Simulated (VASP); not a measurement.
A run of VASP 6.6.1:

INCAR

```
SYSTEM = HfW2
PREC = Accurate ; ENCUT = 520
EDIFF = 1E-6 ; ISMEAR = 0
SIGMA = 0.1 ; LREAL = .False.
LASPH = .True. ; NELM = 100
ALGO = Fast ; ISIF = 2
LWAVE = .False. ; LCHARG = .False.
GGA = PS ; NBANDS = 47
```

File KPOINTS:

```
Automatic mesh
0
Gamma
  8 8 8
  0 0 0
```

Contents of POSCAR:

```
HfW2
1.0
    0.0000000000      3.9405360853      3.9405360853
    3.9405360853      0.0000000000      3.9405360853
    3.7595353847      3.7595353847      0.1810007006
Hf W
2 4
Direct
    0.4997410275      0.4997410275      0.5007769174
    0.7502589725      0.7502589725      0.7492230826
    0.1250000000      0.1250000000      0.1250000000
    0.6250000000      0.1250000000      0.1250000000
    0.1250000000      0.1250000000      0.6250000000
    0.1250000000      0.6250000000      0.1250000000
```

Potentials or basis: VASP PAW PBE potentials, release 64 (Hf_pv, W_sv).

The run is started by

```bash
$ cat potpaw_PBE.64/Hf_pv/POTCAR potpaw_PBE.64/W_sv/POTCAR > POTCAR
$ mpirun -np 1 vasp_std > vasp.out
```

Hardware: 1 thread of Intel(R) Xeon(R) Platinum 8559C (Emerald Rapids) (shared host).

Task: Estimate the wall time of this run.

Result: It took 4.9 min on 1 thread of Intel(R) Xeon(R) Platinum 8559C (Emerald Rapids), with other jobs on the host, peak memory 0.43 GiB. Counts: scf iterations 16, k points 65.
